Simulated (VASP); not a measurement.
# Sc in VASP: further runs

The runs below take Sc through single point, with PBE.

Everything below comes from runs of VASP 6.6.1. Logs are shortened: lines on timing, memory, paths and dates and some standing lists are left out, and cuts for length are marked.

### Step 1. The cell of the first run

The cell holds a sheet with vacuum, 1 atom: a = 2.935 Å, b = 2.935 Å, c = 23.800 Å, α = 90.00°, β = 90.00°, γ = 90.00°.

### Step 2. Single point, PBE, collinear spin, ferromagnetic start

The input, INCAR:

```
PREC     = Accurate       # precision mode
ENCUT    = 520            # plane-wave cutoff, eV
EDIFF    = 1E-6           # SCF threshold, eV
ISMEAR   = 0              # smearing method
SIGMA    = 0.1            # smearing width, eV
LREAL    = False          # projectors in reciprocal space
LASPH    = True           # aspherical terms in the spheres
NELM     = 150            # most SCF steps
ALGO     = Normal         # electronic algorithm
ISIF     = 2              # what is computed and relaxed
LWAVE    = False          # write WAVECAR
LCHARG   = False          # write CHGCAR
ISPIN    = 2              # spin polarisation
MAGMOM   = 0.64           # initial moments
LORBIT   = 11             # projections on sites
LMAXMIX  = 4              # l up to which the mixer works
LDIPOL   = True         
IDIPOL   = 3            
DIPOL    = 0.5 0.5 0.294
GGA      = PE             # functional
NBANDS   = 16             # bands
```

The input, KPOINTS:

```
Automatic mesh
0
Gamma
  20 20 1
```

The input, POSCAR:

```
Sc
1.0
    2.9352594904      0.0000000000      0.0000000000
    0.0000000000      2.9352594904      0.0000000000
    0.0000000000      0.0000000000     23.8000000000
Sc
1
Direct
    0.5000000000      0.5000000000      0.2941176471
```

Potentials or basis: VASP PAW PBE potentials, release 64 (Sc_sv).

Command:

```
> cat potpaw_PBE.64/Sc_sv/POTCAR > POTCAR
> mpirun -np 1 vasp_std > vasp.out
```

OUTCAR:

```text
PREC = Accurate
   ENCUT = 520
   EDIFF = 1E-6
   ISMEAR = 0
   LREAL = False
   LASPH = True
   NELM = 150
   ISIF = 2
   ISPIN = 2
   LORBIT = 11
   GGA = PE

 ion  position               nearest neighbor table
   1  0.500  0.500  0.294-

  LATTYP: Found a simple tetragonal cell.
 ALAT       =     2.9352594904
 C/A-ratio  =     8.1083120855

  Lattice vectors:

 A1 = (   2.9352594904,   0.0000000000,   0.0000000000)
 A2 = (   0.0000000000,   2.9352594904,   0.0000000000)
 A3 = (   0.0000000000,   0.0000000000,  23.8000000000)

Analysis of symmetry for initial positions (statically):
=====================================================================
 Subroutine PRICEL returns:
 Original cell was already a primitive cell.

 Routine SETGRP: Setting up the symmetry group for a
 simple tetragonal supercell.

 Subroutine GETGRP returns: Found 16 space group operations
 (whereof  8 operations were pure point group operations)
 out of a pool of 16 trial point group operations.

The static configuration has the point symmetry C_4v.
 The point group associated with its full space group is D_4h.

Analysis of symmetry for dynamics (positions and initial velocities):
=====================================================================
 Subroutine PRICEL returns:
 Original cell was already a primitive cell.

 Routine SETGRP: Setting up the symmetry group for a
 simple tetragonal supercell.

 Subroutine GETGRP returns: Found 16 space group operations
 (whereof  8 operations were pure point group operations)
 out of a pool of 16 trial point group operations.

The dynamic configuration has the point symmetry C_4v.
 The point group associated with its full space group is D_4h.

Analysis of structural, dynamic, and magnetic symmetry:
=====================================================================
 Subroutine PRICEL returns:
 Original cell was already a primitive cell.

 Routine SETGRP: Setting up the symmetry group for a
 simple tetragonal supercell.

 Subroutine GETGRP returns: Found 16 space group operations
 (whereof  8 operations were pure point group operations)
 out of a pool of 16 trial point group operations.

The overall configuration has the point symmetry C_4v.
 The point group associated with its full space group is D_4h.

 Subroutine INISYM returns: Found 16 space group operations
 (whereof  8 operations are pure point group operations),
 and found     1 'primitive' translations

----------------------------------------------------------------------------------------

                                     Primitive cell

  volume of cell :     205.0548

  direct lattice vectors                    reciprocal lattice vectors
     2.935259490  0.000000000  0.000000000     0.340685382  0.000000000  0.000000000
     0.000000000  2.935259490  0.000000000     0.000000000  0.340685382  0.000000000
     0.000000000  0.000000000 23.800000000     0.000000000  0.000000000  0.042016807

  length of vectors
     2.935259490  2.935259490 23.800000000     0.340685382  0.340685382  0.042016807

  position of ions in fractional coordinates (direct lattice)
     0.500000000  0.500000000  0.294117647

  ion indices of the primitive-cell ions
   primitive index   ion index
                 1           1

----------------------------------------------------------------------------------------

 KPOINTS: Automatic mesh

Automatic generation of k-mesh.
 Grid dimensions read from file:
 generate k-points for:   20   20    1

 Generating k-lattice:

  Cartesian coordinates                     Fractional coordinates (reciprocal lattice)
     0.017034269  0.000000000  0.000000000     0.050000000  0.000000000  0.000000000
     0.000000000  0.017034269  0.000000000     0.000000000  0.050000000  0.000000000
     0.000000000  0.000000000  0.042016807     0.000000000  0.000000000  1.000000000

  Length of vectors
     0.017034269  0.017034269  0.042016807

  Shift w.r.t. Gamma in fractional coordinates (k-lattice)
     0.000000000  0.000000000  0.000000000

 Subroutine IBZKPT returns following result:
 ===========================================

 Found     66 irreducible k-points:

 Following reciprocal coordinates:
            Coordinates               Weight
  0.000000  0.000000  0.000000      1.000000
  0.050000  0.000000  0.000000      4.000000
  0.100000  0.000000  0.000000      4.000000
  0.150000  0.000000  0.000000      4.000000
  0.200000  0.000000  0.000000      4.000000
  0.250000  0.000000  0.000000      4.000000
[... 16 lines left out ...]
  0.150000  0.100000  0.000000      8.000000
  0.200000  0.100000  0.000000      8.000000
 [... further k-points ...]
   k-points           NKPTS =     66   k-points in BZ     NKDIM =     66   number of bands    NBANDS=     16
   number of dos      NEDOS =    301   number of ions     NIONS =      1
   total plane-waves  NPLWV = 103680
   dimension x,y,z NGX =    24 NGY =   24 NGZ =  180
   dimension x,y,z NGXF=    48 NGYF=   48 NGZF=  360
   ions per type =               1
   NGX,Y,Z   is equivalent  to a cutoff of  13.59, 13.59, 12.57 a.u.
   NGXF,Y,Z  is equivalent  to a cutoff of  27.19, 27.19, 25.15 a.u.
 SYSTEM =  unknown system
   PREC   = accura    normal or accurate (medium, high low for compatibility)
   ISTART =      0    job   : 0-new  1-cont  2-samecut
   ICHARG =      2    charge: 1-file 2-atom 10-const
   ISPIN  =      2    spin polarized calculation?
   LNONCOLLINEAR =      F non collinear calculations
   LSORBIT =      F    spin-orbit coupling
   LASPH  =      T    aspherical Exc in radial PAW
   ENCUT  =  520.0 eV  38.22 Ry    6.18 a.u.   5.46  5.46 44.25*2*pi/ulx,y,z
   NELM   =    150;   NELMIN=  2; NELMDL= -5     # of ELM steps
   EDIFF  = 0.1E-05   stopping-criterion for ELM
   LREAL  =      F    real-space projection
   EDIFFG = 0.1E-04   stopping-criterion for IOM
   NSW    =      0    number of steps for IOM
   IBRION =     -1    ionic relax: 0-MD 1-quasi-New 2-CG
   NFREE  =      0    steps in history (QN), initial steepest desc. (CG)
   ISIF   =      2    stress and relaxation
   ISYM   =      2    0-nonsym 1-usesym 2-fastsym
   POTIM  = 0.5000    time-step for ionic-motion
   TEBEG  =    0.0;   TEEND  =   0.0 temperature during run
   PSTRESS=    0.0 pullay stress
   NELECT =      11.0000    total number of electrons
   NUPDOWN=      -1.0000    fix difference up-down
   EMIN   =  10.00;   EMAX   =-10.00  energy-range for DOS
   EFERMI =   0.00;   METHOD = LEGACY
   ISMEAR =     0;   SIGMA  =   0.10  broadening in eV -4-tet -1-fermi 0-gaus
   EFERMI_NEDOS =   21; number of points for ismear=-14 and -15
   IALGO  =     38    algorithm
   IMIX   =      4    mixing-type and parameters
     AMIX     =   0.40;   BMIX     =  1.00
     AMIX_MAG =   1.60;   BMIX_MAG =  1.00
  volume/ion in A,a.u.               =     205.05      1383.78
  Fermi-wavevector in a.u.,A,eV,Ry     =   0.617422  1.166759  5.186683  0.381210
  Thomas-Fermi vector in A             =   1.675503
   LORBIT       =     11    0 simple, 1 ext, 2 COOP (PROOUT), +10 PAW based schemes
   GGA     = PE    functional components
   LHFCALC =     F    Hartree Fock is set to
   AEXX    =    0.0000 exact exchange contribution
   IVDW    =     0    specifies the selected vdW correction
   LEPSILON=     F    determine dielectric tensor
   LRPA    =     F    only Hartree local field effects (RPA)
 spin polarized calculation
 Gauss-broadening in eV      SIGMA  =   0.10
  energy-cutoff  :      520.00
  volume of cell :      205.05
 maximum number of plane-waves:      5585
 NGX is ok and might be reduce to    24
   NGX = 11   NGY = 11   NGZ = 89

 dipolmoment           0.000000      0.000000      0.000047 electrons x Angstroem

 number of electron      10.9999999 magnetization       1.1489854

 dipolmoment           0.000000      0.000000     -0.000003 electrons x Angstroem

 Free energy of the ion-electron system (eV)
  ---------------------------------------------------
  ext. energy  EPLUGINS =         0.00000000
  ---------------------------------------------------
  free energy    TOTEN  =        -4.55227893 eV

  energy without entropy =       -4.54499184  energy(sigma->0) =       -4.54863539

 E-fermi :  -2.8250     XC(G=0):  -1.9080

 val. band max:       -2.8273732608   @ k =   0.5000   0.0500   0.0000
 cond. band min:      -2.8052431579   @ k =   0.0000   0.0000   0.0000
 fundamental gap:      0.0221301029
 Fermi energy:        -2.8249659757

 spin component 1

 k-point     1 :       0.0000    0.0000    0.0000
  band No.  band energies     occupation
      1     -52.9828      1.00000
      2     -31.8329      1.00000
      3     -31.2305      1.00000
      4     -31.2305      1.00000
      5      -6.6721      1.00000
      6      -3.5057      1.00000
[... 8 lines left out ...]
     15       1.9813      0.00000
     16       2.3614      0.00000
[... 419 lines left out ...]
 k-point    24 :       0.2000    0.1000    0.0000
  band No.  band energies     occupation
      1     -52.9528      1.00000
      2     -31.8050      1.00000
      3     -31.4194      1.00000
      4     -31.2672      1.00000
      5      -5.6380      1.00000
      6      -3.0861      0.99989
[... 8 lines left out ...]
     15       2.9327      0.00000
     16       3.1589      0.00000

 [... further k-points ...]

 spin component 2

 k-point     1 :       0.0000    0.0000    0.0000
  band No.  band energies     occupation
      1     -52.4788      1.00000
      2     -31.2714      1.00000
      3     -30.7375      1.00000
      4     -30.7375      1.00000
      5      -6.0172      1.00000
      6      -2.7242      0.07707
[... 8 lines left out ...]
     15       2.1952      0.00000
     16       2.5614      0.00000
[... 419 lines left out ...]
 k-point    24 :       0.2000    0.1000    0.0000
  band No.  band energies     occupation
      1     -52.4491      1.00000
      2     -31.2449      1.00000
      3     -30.9237      1.00000
      4     -30.7730      1.00000
      5      -4.9694      1.00000
      6      -2.1704      0.00000
[... 8 lines left out ...]
     15       3.1783      0.00000
     16       3.3639      0.00000

 [... further k-points ...]

------------------------ aborting loop because EDIFF is reached ----------------------------------------

 vacuum level on the upper side and lower side of the slab       (xc-potential included)        -0.137        -0.097

  FORCE on cell =-STRESS in cart. coord.  units (eV):
  Direction    XX          YY          ZZ          XY          YZ          ZX
  --------------------------------------------------------------------------------------
  -------------------------------------------------------------------------------------
  Total        0.0118814      0.0118814     -0.0085207      0.0000000      0.0000000      0.0000000
  in kB        0.0928339      0.0928339     -0.0665760      0.0000000      0.0000000      0.0000000
  external PRESSURE =       0.0396972 kB  Pullay stress =       0.0000000 kB

 VOLUME and BASIS-vectors are now :
 -----------------------------------------------------------------------------
  energy-cutoff  :      520.00
  volume of cell :      205.05
      direct lattice vectors                 reciprocal lattice vectors
     2.935259490  0.000000000  0.000000000     0.340685382  0.000000000  0.000000000
     0.000000000  2.935259490  0.000000000     0.000000000  0.340685382  0.000000000
     0.000000000  0.000000000 23.800000000     0.000000000  0.000000000  0.042016807

 POSITION                                       TOTAL-FORCE (eV/Angst)
 -----------------------------------------------------------------------------------
      1.46763      1.46763      7.00000        -0.000000      0.000000     -0.000000
 -----------------------------------------------------------------------------------
    total drift:                                0.000000     -0.000000     -0.000022

  FREE ENERGIE OF THE ION-ELECTRON SYSTEM (eV)
  ---------------------------------------------------
  free  energy   TOTEN  =        -4.5522789321 eV

  energy  without entropy=       -4.5449918419  energy(sigma->0) =       -4.54863539

 vacuum level on the upper side and lower side of the slab         0.949         0.946

 total charge

# of ion       s       p       d       tot
------------------------------------------
    1        2.290   6.045   1.060   9.395

 magnetization (x)

# of ion       s       p       d       tot
------------------------------------------
    1        0.016   0.035   0.572   0.623
```

It took 7.7 min on 1 thread of Intel Xeon Platinum 8559C (Emerald Rapids), shared host; peak memory 0.6 GiB.

What came out:

| Property | Result |
| --- | --- |
| Free energy | -4.5523 eV |
| Net moment | 1.15 μB per cell |
| Site moments | Sc +0.62 μB |
| Valence electrons inside the program's atomic spheres | Sc 9.39 |

Levels at points of the mesh, in eV from the Fermi level:
Spin up:
```
           k point  band 3  band 4  band 5  band 6  band 7  band 8  band 9  band 10
(0.00, 0.00, 0.00)  -28.41  -28.41   -3.85   -0.68   -0.28    0.02    2.41     2.41
(0.50, 0.00, 0.00)  -28.94  -28.36   -0.83   -0.75    0.66    1.27    2.22     2.66
(0.50, 0.50, 0.00)  -28.88  -28.88   -1.36    0.30    0.30    2.18    4.38     5.00
```
Spin down:
```
           k point  band 1  band 2  band 3  band 4  band 5  band 6  band 7  band 8  band 9  band 10
(0.00, 0.00, 0.00)  -49.65  -28.45  -27.91  -27.91   -3.19    0.10    0.49    0.69    3.20     3.20
(0.50, 0.00, 0.00)  -49.59  -28.45  -28.39  -27.86   -0.08    0.20    1.29    1.76    2.45     3.44
(0.50, 0.50, 0.00)  -49.52  -28.38  -28.38  -28.33   -1.17    1.22    1.22    2.53    5.06     5.96
```

### Step 3. Single point, PBE, collinear spin, ferromagnetic start

This run uses another cell than the first one, of 199.83 Å³/atom, 0.975 times its volume.

The input, INCAR:

```
PREC = Accurate ; ENCUT = 520
EDIFF = 1E-6 ; ISMEAR = 0
SIGMA = 0.1 ; LREAL = False
LASPH = True ; NELM = 150
ALGO = Normal ; ISIF = 2
LWAVE = False ; LCHARG = False
ISPIN = 2 ; MAGMOM = 0.64
LORBIT = 11 ; LMAXMIX = 4
LDIPOL = True ; IDIPOL = 3
DIPOL = 0.5 0.5 0.294 ; GGA = PE
NBANDS = 16
```

The input, KPOINTS:

```
regular mesh
0
Gamma
  20 20 1
```

The input, POSCAR:

```
Sc
1.0
    2.8976359713      0.0000000000      0.0000000000
    0.0000000000      2.8976359713      0.0000000000
    0.0000000000      0.0000000000     23.8000000000
Sc
1
Direct
    0.5000000000      0.5000000000      0.2941176471
```

Potentials or basis: VASP PAW PBE potentials, release 64 (Sc_sv).

Command:

```
> cat potpaw_PBE.64/Sc_sv/POTCAR > POTCAR
> mpirun -np 1 vasp_std > vasp.out
```

It took 7.3 min on 1 thread of Intel Xeon Platinum 8559C (Emerald Rapids), shared host; peak memory 0.59 GiB.

It converged, with:

```yaml
Free_energy: -4.5479 eV
Net_moment: 1.16 μB per cell
Site_moments: Sc +0.64 μB
Valence_electrons_inside_the_program's_atomic_spheres: Sc 9.42
```

Levels at points of the mesh, in eV from the Fermi level:
Spin up:
```
           k point  band 2  band 3  band 4  band 5  band 6  band 7  band 8  band 9  band 10  band 11
(0.00, 0.00, 0.00)  -28.95  -28.32  -28.32   -3.89   -0.72   -0.31   -0.01    2.53     2.53     3.40
(0.50, 0.00, 0.00)  -28.93  -28.87  -28.26   -0.82   -0.80    0.73    1.32    2.30     2.79     4.17
(0.50, 0.50, 0.00)  -28.85  -28.85  -28.81   -1.46    0.31    0.31    2.28    4.58     5.23     5.23
```
Spin down:
| k point | band 3 | band 4 | band 5 | band 6 | band 7 | band 8 |
| --- | --- | --- | --- | --- | --- | --- |
| (0.00, 0.00, 0.00) | -27.82 | -27.82 | -3.21 | 0.08 | 0.47 | 0.68 |
| (0.50, 0.00, 0.00) | -28.31 | -27.76 | -0.05 | 0.17 | 1.39 | 1.82 |
| (0.50, 0.50, 0.00) | -28.34 | -28.25 | -1.25 | 1.25 | 1.25 | 2.64 |
